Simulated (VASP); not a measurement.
# C: single point with r2SCAN

Crystal: C.

```
C
1.0
     1.71027    0.00000    0.00000
    -0.85513    1.48114    0.00000
     0.00000    0.00000    6.61728
C
2
Direct
  0.33333 0.66667 0.25000
  0.66667 0.33333 0.75000
```

* Program: VASP 6.6.1
* Task: single point
* Functional: r2SCAN
* Potentials or basis: VASP PAW PBE potentials, release 64 (C)
* Cutoff: 520 eV
* k mesh: 36 × 36 × 10
* Occupations: gaussian, width 0.1 eV
* Spin: no spin polarisation

* Pressure: 0.2 GPa
* Band gap on the k mesh: zero (band 4 reaches 7.42 eV, above the bottom of band 5 at 5.26 eV)

Stress tensor (GPa, compression positive):
```
 0.32  0.00  0.00
 0.00  0.32  0.00
 0.00  0.00 -0.10
```

Levels at points of the mesh, in eV from the Fermi level:
| k point | band 1 | band 2 | band 3 | band 4 | band 5 | band 6 | band 7 | band 8 | band 9 |
| --- | --- | --- | --- | --- | --- | --- | --- | --- | --- |
| (0.00, 0.00, 0.00) | -23.03 | -22.74 | -10.23 | -8.11 | 3.74 | 11.33 | 17.73 | 17.73 | 17.73 |
| (0.50, 0.00, 0.00) | -11.90 | -11.85 | -5.59 | -5.43 | 2.21 | 2.72 | 10.57 | 10.60 | 13.41 |
| (0.00, 0.00, 0.50) | -22.89 | -22.89 | -9.28 | -9.28 | 6.77 | 6.77 | 17.73 | 17.73 | 17.73 |
| (0.50, 0.00, 0.50) | -11.88 | -11.88 | -5.51 | -5.51 | 2.48 | 2.48 | 10.59 | 10.59 | 14.04 |

It took 5.4 min on 1 thread of AMD EPYC 9R45 96-Core Processor (Zen 5) (shared host), peak memory 0.18 GiB.

Caveat: the PAW data sets were made with another functional, which shifts forces and pressure a little.
